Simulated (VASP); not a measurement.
Ge: single point with PBE

Crystal: Ge.

```
Ge
1.0
     0.00000    2.83788    2.83788
     2.83788    0.00000    2.83788
     2.83788    2.83788    0.00000
Ge
2
Direct
  0.50000 0.50000 0.50000
  0.75000 0.75000 0.75000
```

```
Program                : VASP 6.6.1
Task                   : single point
Functional             : PBE
Potentials or basis    : VASP PAW PBE potentials, release 64 (Ge_d)
Cutoff                 : 520 eV
k mesh                 : 14 × 14 × 14
Occupations            : gaussian, width 0.1 eV
Spin                   : no spin polarisation
Dipole correction      : no
Further INCAR settings : ALGO = Normal; EDIFF = 1e-06; NBANDS = 21
```

```yaml
Pressure: 2.9 GPa
Band_gap_on_the_k_mesh: zero (filled and empty bands touch)
```

Levels at points of the mesh, in eV from the Fermi level:
| k point | band 10 | band 11 | band 12 | band 13 | band 14 | band 15 | band 16 | band 17 | band 18 | band 19 |
| --- | --- | --- | --- | --- | --- | --- | --- | --- | --- | --- |
| (0.00, 0.00, 0.00) | -24.59 | -12.74 | -0.09 | -0.04 | -0.04 | -0.04 | 2.51 | 2.51 | 2.51 | 6.36 |
| (0.50, 0.00, 0.00) | -24.56 | -10.67 | -7.59 | -1.43 | -1.43 | 0.12 | 3.71 | 3.71 | 7.09 | 10.47 |
| (0.50, 0.50, 0.00) | -24.55 | -8.89 | -8.89 | -3.08 | -3.08 | 0.73 | 0.73 | 9.40 | 9.40 | 11.48 |

Run time: 2.7 min on 1 thread of AMD EPYC 7R13, on a shared host, peak memory 0.19 GiB.

Caveat: semilocal functionals underestimate gaps, and a narrow one can read as zero.
